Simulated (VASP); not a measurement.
# Ge in VASP: further runs

Runs on Ge. Level: PBE. Tasks: single point.

All numbers are computed with VASP 6.6.1; they aren't measurements. Logs are shortened: lines on timing, memory, paths and dates and some standing lists are left out, and cuts for length are marked.

### Step 1. The cell of the first run

The structure is cubic, space group Fd-3m (No. 227). The conventional cell has a = 5.934 Å, b = 5.934 Å, c = 5.934 Å, α = 90.00°, β = 90.00°, γ = 90.00°. Ge (site symmetry -43m) has 4 Ge at 2.57 Å within 3.4 Å.

### Step 2. Single point, PBE (strain +0.030 along x and y, +0.030 along z)

The input, INCAR:

```
PREC = Accurate
ENCUT = 520
EDIFF = 1E-6
ISMEAR = 0
SIGMA = 0.15
LREAL = F
LASPH = T
NELM = 60
ALGO = Normal
ISIF = 2
LWAVE = F
LCHARG = T
GGA = PE
LELF = T
LVHAR = T
NBANDS = 21
```

The input, KPOINTS:

```
regular mesh
0
Gamma
  18 18 18
```

The input, POSCAR:

```
Ge
1.0
    0.0000000000      2.9669508140      2.9669508140
    2.9669508140      0.0000000000      2.9669508140
    2.9669508140      2.9669508140      0.0000000000
Ge
2
Direct
    0.5000000000      0.5000000000      0.5000000000
    0.7500000000      0.7500000000      0.7500000000
```

Potentials or basis: VASP PAW PBE potentials, release 64 (Ge_d).

Command:

```bash
$ cat potpaw_PBE.64/Ge_d/POTCAR > POTCAR
$ mpirun -np 1 vasp_std > vasp.out
```

OUTCAR:

```text
PREC = Accurate
   ENCUT = 520
   EDIFF = 1E-6
   ISMEAR = 0
   LREAL = F
   LASPH = T
   NELM = 60
   ISIF = 2
   GGA = PE

 ion  position               nearest neighbor table
   1  0.500  0.500  0.500-   2 2.57   2 2.57   2 2.57   2 2.57
   2  0.750  0.750  0.750-   1 2.57   1 2.57   1 2.57   1 2.57

  LATTYP: Found a face centered cubic cell.
 ALAT       =     5.9339016280

  Lattice vectors:

 A1 = (   0.0000000000,   2.9669508140,   2.9669508140)
 A2 = (   2.9669508140,   0.0000000000,   2.9669508140)
 A3 = (   2.9669508140,   2.9669508140,   0.0000000000)

Analysis of symmetry for initial positions (statically):
=====================================================================
 Subroutine PRICEL returns:
 Original cell was already a primitive cell.

 Routine SETGRP: Setting up the symmetry group for a
 face centered cubic supercell.

 Subroutine GETGRP returns: Found 48 space group operations
 (whereof 24 operations were pure point group operations)
 out of a pool of 48 trial point group operations.

The static configuration has the point symmetry T_d .
 The point group associated with its full space group is O_h .

Analysis of symmetry for dynamics (positions and initial velocities):
=====================================================================
 Subroutine PRICEL returns:
 Original cell was already a primitive cell.

 Routine SETGRP: Setting up the symmetry group for a
 face centered cubic supercell.

 Subroutine GETGRP returns: Found 48 space group operations
 (whereof 24 operations were pure point group operations)
 out of a pool of 48 trial point group operations.

The dynamic configuration has the point symmetry T_d .
 The point group associated with its full space group is O_h .

 Subroutine INISYM returns: Found 48 space group operations
 (whereof 24 operations are pure point group operations),
 and found     1 'primitive' translations

----------------------------------------------------------------------------------------

                                     Primitive cell

  volume of cell :      52.2349

  direct lattice vectors                    reciprocal lattice vectors
     0.000000000  2.966950814  2.966950814    -0.168523185  0.168523185  0.168523185
     2.966950814  0.000000000  2.966950814     0.168523185 -0.168523185  0.168523185
     2.966950814  2.966950814  0.000000000     0.168523185  0.168523185 -0.168523185

  length of vectors
     4.195902080  4.195902080  4.195902080     0.291890718  0.291890718  0.291890718

  position of ions in fractional coordinates (direct lattice)
     0.500000000  0.500000000  0.500000000
     0.750000000  0.750000000  0.750000000

  ion indices of the primitive-cell ions
   primitive index   ion index
                 1           1
                 2           2

----------------------------------------------------------------------------------------

 KPOINTS: regular mesh

Automatic generation of k-mesh.
 Grid dimensions read from file:
 generate k-points for:   18   18   18

 Generating k-lattice:

  Cartesian coordinates                     Fractional coordinates (reciprocal lattice)
    -0.009362399  0.009362399  0.009362399     0.055555556  0.000000000  0.000000000
     0.009362399 -0.009362399  0.009362399     0.000000000  0.055555556  0.000000000
     0.009362399  0.009362399 -0.009362399     0.000000000  0.000000000  0.055555556

  Length of vectors
     0.016216151  0.016216151  0.016216151

  Shift w.r.t. Gamma in fractional coordinates (k-lattice)
     0.000000000  0.000000000  0.000000000

 Subroutine IBZKPT returns following result:
 ===========================================

 Found    195 irreducible k-points:

 Following reciprocal coordinates:
            Coordinates               Weight
  0.000000  0.000000  0.000000      1.000000
  0.055556  0.000000  0.000000      8.000000
  0.111111  0.000000  0.000000      8.000000
  0.166667  0.000000  0.000000      8.000000
  0.222222  0.000000  0.000000      8.000000
  0.277778  0.000000  0.000000      8.000000
[... 16 lines left out ...]
 -0.277778  0.055556  0.000000     24.000000
 -0.222222  0.055556  0.000000     24.000000
 [... further k-points ...]
   k-points           NKPTS =    195   k-points in BZ     NKDIM =    195   number of bands    NBANDS=     21
   number of dos      NEDOS =    301   number of ions     NIONS =      2
   total plane-waves  NPLWV =  32768
   dimension x,y,z NGX =    32 NGY =   32 NGZ =   32
   dimension x,y,z NGXF=    64 NGYF=   64 NGZF=   64
   ions per type =               2
   NGX,Y,Z   is equivalent  to a cutoff of  12.68, 12.68, 12.68 a.u.
   NGXF,Y,Z  is equivalent  to a cutoff of  25.36, 25.36, 25.36 a.u.
 SYSTEM =  unknown system
   PREC   = accura    normal or accurate (medium, high low for compatibility)
   ISTART =      0    job   : 0-new  1-cont  2-samecut
   ICHARG =      2    charge: 1-file 2-atom 10-const
   ISPIN  =      1    spin polarized calculation?
   LNONCOLLINEAR =      F non collinear calculations
   LSORBIT =      F    spin-orbit coupling
   LASPH  =      T    aspherical Exc in radial PAW
   ENCUT  =  520.0 eV  38.22 Ry    6.18 a.u.   7.80  7.80  7.80*2*pi/ulx,y,z
   NELM   =     60;   NELMIN=  2; NELMDL= -5     # of ELM steps
   EDIFF  = 0.1E-05   stopping-criterion for ELM
   LREAL  =      F    real-space projection
   EDIFFG = 0.1E-04   stopping-criterion for IOM
   NSW    =      0    number of steps for IOM
   IBRION =     -1    ionic relax: 0-MD 1-quasi-New 2-CG
   NFREE  =      0    steps in history (QN), initial steepest desc. (CG)
   ISIF   =      2    stress and relaxation
   ISYM   =      2    0-nonsym 1-usesym 2-fastsym
   POTIM  = 0.5000    time-step for ionic-motion
   TEBEG  =    0.0;   TEEND  =   0.0 temperature during run
   PSTRESS=    0.0 pullay stress
   NELECT =      28.0000    total number of electrons
   NUPDOWN=      -1.0000    fix difference up-down
   EMIN   =  10.00;   EMAX   =-10.00  energy-range for DOS
   EFERMI =   0.00;   METHOD = LEGACY
   ISMEAR =     0;   SIGMA  =   0.15  broadening in eV -4-tet -1-fermi 0-gaus
   EFERMI_NEDOS =   21; number of points for ismear=-14 and -15
   IALGO  =     38    algorithm
   IMIX   =      4    mixing-type and parameters
     AMIX     =   0.40;   BMIX     =  1.00
     AMIX_MAG =   1.60;   BMIX_MAG =  1.00
  volume/ion in A,a.u.               =      26.12       176.25
  Fermi-wavevector in a.u.,A,eV,Ry     =   1.329864  2.513078 24.062416  1.768538
  Thomas-Fermi vector in A             =   2.458994
   LORBIT       =      0    0 simple, 1 ext, 2 COOP (PROOUT), +10 PAW based schemes
   GGA     = PE    functional components
   LHFCALC =     F    Hartree Fock is set to
   AEXX    =    0.0000 exact exchange contribution
   IVDW    =     0    specifies the selected vdW correction
   LEPSILON=     F    determine dielectric tensor
   LRPA    =     F    only Hartree local field effects (RPA)
 non-spin polarized calculation
 Gauss-broadening in eV      SIGMA  =   0.15
  energy-cutoff  :      520.00
  volume of cell :       52.23
 maximum number of plane-waves:      1422
   NGX = 15   NGY = 15   NGZ = 15

 number of electron      28.0000008 magnetization

 Free energy of the ion-electron system (eV)
  ---------------------------------------------------
  ext. energy  EPLUGINS =         0.00000000
  ---------------------------------------------------
  free energy    TOTEN  =        -8.97444611 eV

  energy without entropy =       -8.97331618  energy(sigma->0) =       -8.97388114

 E-fermi :   3.6455     XC(G=0):  -9.2660

 val. band max:        3.6365077713   @ k =  -0.0556   0.0556   0.0000
 cond. band min:       3.6992225162   @ k =   0.0000   0.0000   0.0000
 fundamental gap:      0.0627147449
 Fermi energy:         3.6454729912

 k-point     1 :       0.0000    0.0000    0.0000
  band No.  band energies     occupation
      1     -20.9653      2.00000
      2     -20.9653      2.00000
      3     -20.9653      2.00000
      4     -20.9390      2.00000
      5     -20.9390      2.00000
      6     -20.7942      2.00000
[... 13 lines left out ...]
     20      12.8070      0.00000
     21      12.8070      0.00000

 k-point     2 :       0.0556    0.0000    0.0000
  band No.  band energies     occupation
      1     -20.9666      2.00000
      2     -20.9666      2.00000
      3     -20.9649      2.00000
      4     -20.9372      2.00000
      5     -20.9372      2.00000
      6     -20.7981      2.00000
[... 13 lines left out ...]
     20      12.5474      0.00000
     21      12.5474      0.00000

 k-point     3 :       0.1111    0.0000    0.0000
  band No.  band energies     occupation
      1     -20.9697      2.00000
      2     -20.9697      2.00000
      3     -20.9638      2.00000
      4     -20.9329      2.00000
      5     -20.9329      2.00000
      6     -20.8033      2.00000
[... 13 lines left out ...]
     20      12.1399      0.00000
     21      12.1399      0.00000

 k-point     4 :       0.1667    0.0000    0.0000
  band No.  band energies     occupation
      1     -20.9731      2.00000
      2     -20.9731      2.00000
      3     -20.9621      2.00000
      4     -20.9276      2.00000
      5     -20.9276      2.00000
      6     -20.8084      2.00000
[... 13 lines left out ...]
     20      11.8473      0.00000
     21      11.8473      0.00000

 k-point     5 :       0.2222    0.0000    0.0000
  band No.  band energies     occupation
      1     -20.9762      2.00000
      2     -20.9762      2.00000
      3     -20.9601      2.00000
      4     -20.9224      2.00000
      5     -20.9224      2.00000
      6     -20.8129      2.00000
[... 13 lines left out ...]
     20      11.7572      0.00000
     21      11.7572      0.00000

 k-point     6 :       0.2778    0.0000    0.0000
  band No.  band energies     occupation
      1     -20.9787      2.00000
      2     -20.9787      2.00000
      3     -20.9578      2.00000
      4     -20.9179      2.00000
      5     -20.9179      2.00000
      6     -20.8166      2.00000
[... 13 lines left out ...]
     20      11.9142      0.00000
     21      11.9142      0.00000

 k-point     7 :       0.3333    0.0000    0.0000
  band No.  band energies     occupation
      1     -20.9805      2.00000
      2     -20.9805      2.00000
      3     -20.9556      2.00000
      4     -20.9145      2.00000
      5     -20.9145      2.00000
      6     -20.8193      2.00000
[... 13 lines left out ...]
     20      12.3213      0.00000
     21      12.3213      0.00000
[... 291 lines left out ...]
      1     -20.9842      2.00000
      2     -20.9831      2.00000
      3     -20.9497      2.00000
      4     -20.9103      2.00000
      5     -20.9085      2.00000
      6     -20.8243      2.00000
[... 13 lines left out ...]
     20      13.5041      0.00000
     21      13.6388      0.00000

 k-point    21 :      -0.3889    0.0556    0.0000
  band No.  band energies     occupation
      1     -20.9832      2.00000
      2     -20.9830      2.00000
      3     -20.9508      2.00000
      4     -20.9122      2.00000
      5     -20.9086      2.00000
      6     -20.8249      2.00000
[... 13 lines left out ...]
     20      12.7087      0.00000
     21      13.8857      0.00000

 k-point    22 :      -0.3333    0.0556    0.0000
  band No.  band energies     occupation
      1     -20.9824      2.00000
      2     -20.9816      2.00000
      3     -20.9529      2.00000
      4     -20.9148      2.00000
      5     -20.9100      2.00000
      6     -20.8243      2.00000
[... 13 lines left out ...]
     20      12.0454      0.00000
     21      13.1898      0.00000

 k-point    23 :      -0.2778    0.0556    0.0000
  band No.  band energies     occupation
      1     -20.9811      2.00000
      2     -20.9794      2.00000
      3     -20.9556      2.00000
      4     -20.9182      2.00000
      5     -20.9129      2.00000
      6     -20.8224      2.00000
[... 13 lines left out ...]
     20      11.5855      0.00000
     21      12.6501      0.00000

 k-point    24 :      -0.2222    0.0556    0.0000
  band No.  band energies     occupation
      1     -20.9790      2.00000
      2     -20.9766      2.00000
      3     -20.9585      2.00000
      4     -20.9223      2.00000
      5     -20.9172      2.00000
      6     -20.8192      2.00000
[... 13 lines left out ...]
     20      11.5063      0.00000
     21      12.2909      0.00000

 [... further k-points ...]
[... 5 lines left out ...]
  --------------------------------------------------------------------------------------
  -------------------------------------------------------------------------------------
  Total       -1.3886356     -1.3886356     -1.3886356      0.0000000     -0.0000000     -0.0000000
  in kB      -42.5929631    -42.5929631    -42.5929631      0.0000000     -0.0000000     -0.0000000
  external PRESSURE =     -42.5929631 kB  Pullay stress =       0.0000000 kB

 VOLUME and BASIS-vectors are now :
 -----------------------------------------------------------------------------
  energy-cutoff  :      520.00
  volume of cell :       52.23
      direct lattice vectors                 reciprocal lattice vectors
     0.000000000  2.966950814  2.966950814    -0.168523185  0.168523185  0.168523185
     2.966950814  0.000000000  2.966950814     0.168523185 -0.168523185  0.168523185
     2.966950814  2.966950814  0.000000000     0.168523185  0.168523185 -0.168523185

 POSITION                                       TOTAL-FORCE (eV/Angst)
 -----------------------------------------------------------------------------------
      2.96695      2.96695      2.96695        -0.000000     -0.000000     -0.000000
      4.45043      4.45043      4.45043         0.000000      0.000000      0.000000
 -----------------------------------------------------------------------------------
    total drift:                               -0.000000     -0.000000      0.000000

  FREE ENERGIE OF THE ION-ELECTRON SYSTEM (eV)
  ---------------------------------------------------
  free  energy   TOTEN  =        -8.9744461104 eV

  energy  without entropy=       -8.9733161777  energy(sigma->0) =       -8.97388114
```

Run time: 88 s. Hardware: 1 thread of AMD EPYC 9R45 (Zen 5), shared host; peak memory 0.26 GiB.

Results:

* Free energy: -8.9744 eV
* Pressure: -4.3 GPa
* Band gap on the k mesh: zero (band 14 reaches 3.70 eV, above the bottom of band 15 at 3.49 eV)

Caveat: the cell differs from its parent crystal (strain +0.030 along x and y, +0.030 along z).

### Step 3. Single point, PBE (strain -0.030 along x and y, -0.030 along z)

The input, INCAR:

```
ALGO     = Normal         # electronic algorithm
EDIFF    = 1E-7           # SCF threshold, eV
ENCUT    = 520            # plane-wave cutoff, eV
GGA      = PE             # functional
ISIF     = 2              # what is computed and relaxed
ISMEAR   = 0              # smearing method
LASPH    = T              # aspherical terms in the spheres
LCHARG   = F              # write CHGCAR
LREAL    = F              # projectors in reciprocal space
LWAVE    = F              # write WAVECAR
NBANDS   = 21             # bands
NELM     = 100            # most SCF steps
PREC     = Accurate       # precision mode
SIGMA    = 0.15           # smearing width, eV
```

The input, KPOINTS:

```
k-points
0
Gamma
  18 18 18
```

The input, POSCAR:

```
Ge
1.0
    0.0000000000      2.7941187278      2.7941187278
    2.7941187278      0.0000000000      2.7941187278
    2.7941187278      2.7941187278      0.0000000000
Ge
2
Direct
    0.5000000000      0.5000000000      0.5000000000
    0.7500000000      0.7500000000      0.7500000000
```

Potentials or basis: VASP PAW PBE potentials, release 64 (Ge_d).

Command:

```bash
$ cat potpaw_PBE.64/Ge_d/POTCAR > POTCAR
$ mpirun -np 1 vasp_std > vasp.out
```

Wall time 67 s (1 thread of Intel Xeon 6975P-C (Granite Rapids), shared host); peak memory 0.26 GiB.

It converged, with:

| Item | Value |
| --- | --- |
| Free energy | -8.9574 eV |
| Pressure | 6.7 GPa |
| Band gap on the k mesh | 0.30 eV, indirect (least direct gap 0.38 eV) |

Levels at points of the mesh, in eV from the valence-band top:
```csv
k point,band 10,band 11,band 12,band 13,band 14,band 15,band 16,band 17,band 18,band 19
"(0.00, 0.00, 0.00)",-24.58,-13.06,0.00,0.00,0.00,0.38,2.57,2.57,2.57,6.51
"(0.50, 0.00, 0.00)",-24.56,-10.88,-7.78,-1.46,-1.46,0.30,3.77,3.77,7.15,10.81
"(0.50, 0.50, 0.00)",-24.54,-9.03,-9.03,-3.21,-3.21,0.70,0.70,9.83,9.83,11.99
```

Caveat: the cell differs from its parent crystal (strain -0.030 along x and y, -0.030 along z). A k mesh can miss the band edges.

### Step 4. Single point, PBE (strain -0.030 along x and y, +0.000 along z)

The input, INCAR:

```
SYSTEM = Ge
PREC = Accurate
ENCUT = 520
EDIFF = 1E-6
ISMEAR = 0
SIGMA = 0.15
LREAL = .False.
LASPH = .True.
NELM = 60
ALGO = Normal
ISIF = 2
LWAVE = .False.
LCHARG = .True.
GGA = PE
LELF = .True.
LVHAR = .True.
NBANDS = 21
```

The input, KPOINTS:

```
regular mesh
0
Gamma
  18 18 18
  0 0 0
```

The input, POSCAR:

```
Ge
1.0
    0.0000000000      2.7941187278      2.8805347709
    2.7941187278      0.0000000000      2.8805347709
    2.7941187278      2.7941187278      0.0000000000
Ge
2
Direct
    0.5000000000      0.5000000000      0.5000000000
    0.7500000000      0.7500000000      0.7500000000
```

Command:

```bash
$ cat potpaw_PBE.64/Ge_d/POTCAR > POTCAR
$ mpirun -np 1 vasp_std > vasp.out
```

Run time: 2.5 min. Hardware: 1 thread of Intel Xeon 6975P-C (Granite Rapids), shared host; peak memory 0.44 GiB.

The run converged. Its results:

* Free energy: -8.9965 eV
* Pressure: 4.1 GPa

Stress tensor (GPa, compression positive):
```
4.85 0.00 0.00
0.00 4.85 0.00
0.00 0.00 2.57
```

Levels at points of the mesh, in eV from the Fermi level:
| k point | band 11 | band 12 | band 13 | band 14 | band 15 | band 16 | band 17 | band 18 |
| --- | --- | --- | --- | --- | --- | --- | --- | --- |
| (0.00, 0.00, 0.00) | -12.93 | -0.27 | -0.03 | -0.03 | -0.02 | 2.40 | 2.40 | 2.55 |
| (0.50, 0.00, 0.00) | -10.83 | -7.74 | -1.67 | -1.38 | 0.08 | 3.57 | 3.74 | 7.04 |
| (0.50, 0.50, 0.00) | -9.12 | -9.12 | -3.06 | -3.06 | 0.80 | 0.80 | 9.44 | 9.44 |
| (0.50, 0.00, 0.50) | -8.97 | -8.97 | -3.27 | -3.27 | 0.56 | 0.56 | 9.41 | 9.41 |

Caveat: the cell differs from its parent crystal (strain -0.030 along x and y, +0.000 along z).

### Step 5. Summary

```tsv
cell	gap on the mesh (eV)	pressure (GPa)
a = 4.196 Å, angles 60.0°, 2 atoms	none	-4.3
a = 3.951 Å, angles 60.0°, 2 atoms	0.30	6.7
a = 4.013, b = 4.013, c = 3.951 Å, angles 60.5, 60.5, 59.0°, 2 atoms	-	4.1
```

Alike in all rows: task single point; level PBE; potentials or basis VASP PAW PBE potentials, release 64 (Ge_d); no spin polarisation; k mesh 18 × 18 × 18; cutoff (eV) 520; smearing gaussian 0.15 eV.

Total energies depend on the potentials used, so only differences within one code and one set of settings carry meaning.
